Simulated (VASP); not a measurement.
## Lu: relaxation of cell and atoms with r2SCAN

Crystal: Lu.

```xyz
1
Lattice="1.9450 1.9450 1.9450 -1.9450 1.9450 1.9450 -1.9450 -1.9450 1.9450" Properties=species:S:1:pos:R:3 pbc="T T T"
Lu    0.0000    0.0000    0.0000
```

```yaml
Program: VASP 6.6.1
Task: relaxation of cell and atoms
Functional: r2SCAN
Potentials_or_basis: VASP PAW PBE potentials, release 64 (Lu)
Cutoff: 600 eV
k_mesh: 6 × 6 × 6
Occupations: gaussian, width 0.05 eV
Spin: no spin polarisation
Target_pressure: 10 GPa
Dipole_correction: no
Further_INCAR_settings: ALGO = Normal; EDIFF = 1e-06; IBRION = 2; EDIFFG = -0.03; NSW = 80; ISIF = 3
```

```json
{
 "Relaxed volume": "25.20 Å³/atom",
 "Relaxed cell": "a = 3.199 Å, b = 3.199 Å, c = 3.199 Å, α = 70.53°, β = 109.47°, γ = 70.53°",
 "Space group after relaxing (to 0.05 Å)": "Im-3m (No. 229)",
 "Energy change on relaxing (the enthalpy is what falls)": "+145.2 meV/atom",
 "Ionic steps": "6",
 "Pressure after relaxing": "9.9 GPa"
}
```

The path:
```tsv
step	energy change (eV)	largest force (eV/Å)	pressure (GPa)	volume (Å³)
1	0.0000	0.0000	0.54	29.43
2	0.3757	0.0000	19.49	22.63
3	0.1289	0.0000	9.63	25.46
4	0.1363	0.0000	9.58	25.34
5	0.2367	0.0000	13.83	23.96
6	0.1452	0.0000	9.91	25.20
```

Final structure:
```yaml
crystal:
  lattice:
    - [1.84680, 1.84680, 1.84680]
    - [-1.84680, 1.84680, 1.84680]
    - [-1.84680, -1.84680, 1.84680]
  atoms:
    - { symbol: Lu, position: [0.00000, 0.00000, 0.00000] }
```

Levels at points of the mesh, in eV from the Fermi level:
| k point | band 10 | band 11 | band 12 | band 13 | band 14 | band 15 |
| --- | --- | --- | --- | --- | --- | --- |
| (0.00, 0.00, 0.00) | -5.09 | -5.09 | -5.06 | 2.54 | 2.54 | 2.54 |
| (0.50, 0.00, 0.00) | -5.10 | -5.08 | -2.97 | 0.34 | 0.77 | 4.99 |
| (0.50, 0.50, 0.50) | -5.08 | -5.08 | -2.22 | -2.22 | 7.08 | 7.08 |

Run time: 4 min on 1 thread of Intel Xeon 6975P-C, with other jobs on the host, peak memory 0.19 GiB.

Caveat: the k points lie up to 0.40 Å⁻¹ apart in the final cell; the cell is relaxed towards a set pressure, so the enthalpy falls and the energy may rise; the PAW data sets were made with another functional, which shifts forces and pressure a little; spin-orbit coupling is left out, which moves the levels of the heavy elements.
